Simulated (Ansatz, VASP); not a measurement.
**One calculation of Lu, two programs**

```xyz
2
Lattice="0.0000 3.6307 3.6307 3.6307 0.0000 3.6307 3.6307 3.6307 0.0000" Properties=species:S:1:pos:R:3 pbc="T T T"
Lu    0.0000    0.0000    0.0000
Lu    1.8153    1.8153    1.8153
```

Change from the starting cell: volume scaled by 0.95, PAW files.

Alike in both runs: task electric field gradients; functional PBE; k mesh 11 × 11 × 11; occupations fermi-dirac, width 0.03 eV; no spin polarisation.

|  | VASP | Ansatz |
| --- | --- | --- |
| version | VASP 6.6.1 | Ansatz 0.2.0 |
| potentials or method | VASP PAW PBE potentials, release 64 (Lu) | PAW with Ansatz's default frozen-core files, scalar-relativistic |
| plane-wave cutoff (eV) | 520 | 420 |
| valence electrons in the cell | 50 | 50 |

```csv
,VASP,Ansatz,Ansatz less VASP
pressure (GPa),0.7,0.7,-0.03
```

The functional is the same, so the differences come from potentials, cutoffs and numerics.

Neither program's run includes spin-orbit coupling.
